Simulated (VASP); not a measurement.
Na:

```
Na
1.0
     3.51000    0.00000    0.00000
     0.00000    3.51000    0.00000
     0.00000    0.00000    3.51000
Na
1
Direct
  0.00000 0.00000 0.00000
```

This isn't the form of Na at room conditions, which is bcc.

```yaml
Program: VASP 6.6.1
Task: relaxation of cell and atoms
Functional: PBEsol
Potentials_or_basis: VASP PAW PBE potentials, release 64 (Na_pv)
Cutoff: 600 eV
k_mesh: 12 × 12 × 12
Occupations: gaussian, width 0.05 eV
Spin: no spin polarisation
```

At the start: pressure -0.6 GPa; volume 43.24 Å³/atom.

Task: Where does the relaxation end?

Result: Over 4 steps the energy falls by 8.6 meV/atom and the volume is 38.60 Å³/atom (-10.7 %); space group Pm-3m (No. 221, to 0.1 Å) before and after.

The path:
| step | energy change (eV) | largest force (eV/Å) | pressure (GPa) | volume (Å³) |
| --- | --- | --- | --- | --- |
| 1 | 0.0000 | 0.0000 | -0.56 | 43.24 |
| 2 | -0.0031 | 0.0000 | -0.49 | 42.30 |
| 3 | -0.0083 | 0.0000 | -0.14 | 39.55 |
| 4 | -0.0086 | 0.0000 | 0.01 | 38.60 |

Final structure:
```cif
data_structure
_symmetry_space_group_name_H-M 'P 1'
_symmetry_Int_Tables_number 1
_cell_length_a 3.3796
_cell_length_b 3.3796
_cell_length_c 3.3796
_cell_angle_alpha 90.000
_cell_angle_beta 90.000
_cell_angle_gamma 90.000
_cell_volume 38.60
loop_
_atom_site_label
_atom_site_type_symbol
_atom_site_fract_x
_atom_site_fract_y
_atom_site_fract_z
_atom_site_occupancy
Na1 Na 0.00000 0.00000 0.00000 1
```

Caveat: the PAW data sets were made with another functional, which shifts forces and pressure a little.
